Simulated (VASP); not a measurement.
The system is Nb3Ir5.

```
Ir Nb
1.0
     0.00000    3.96500    3.96500
     3.96500    0.00000    3.96500
     3.96500    3.96500    0.00000
Ir Nb
5 3
Direct
  0.00000 0.00000 0.00000
  0.00000 0.00000 0.50000
  0.00000 0.50000 0.00000
  0.00000 0.50000 0.50000
  0.50000 0.50000 0.50000
  0.50000 0.00000 0.00000
  0.50000 0.00000 0.50000
  0.50000 0.50000 0.00000
```

- Program: VASP 6.6.1
- Task: relaxation of volume and atoms at fixed shape
- Functional: LDA
- Potentials or basis: VASP PAW LDA potentials, release 64 (Ir, Nb_sv)
- Cutoff: 500 eV
- k mesh: 5 × 5 × 5
- Occupations: fermi-dirac, width 0.05 eV
- Spin: no spin polarisation

At the start: pressure -13.0 GPa; volume 15.58 Å³/atom.

Task: How do energy, volume and symmetry change on relaxing?

Result: Over 4 steps the energy falls by 29.4 meV/atom and the volume is 14.90 Å³/atom (-4.4 %); space group R-3m (No. 166, to 0.1 Å) before and after.

The path:
```tsv
step	energy change (eV)	largest force (eV/Å)	pressure (GPa)	volume (Å³)
1	0.0000	0.0000	-13.02	124.67
2	2.5421	0.0000	63.73	103.18
3	-0.2340	0.0000	-0.88	119.46
4	-0.2348	0.0000	-0.17	119.20
```

Final structure:
```
Ir Nb
1.0
     0.00000    3.90609    3.90609
     3.90609    0.00000    3.90609
     3.90609    3.90609    0.00000
Ir Nb
5 3
Cartesian
  7.8122 3.9061 3.9061
  5.8591 1.9530 3.9061
  5.8591 3.9061 1.9530
  3.9061 1.9530 1.9530
  3.9061 3.9061 3.9061
  0.0000 1.9530 1.9530
  5.8591 3.9061 5.8591
  1.9530 1.9530 3.9061
```
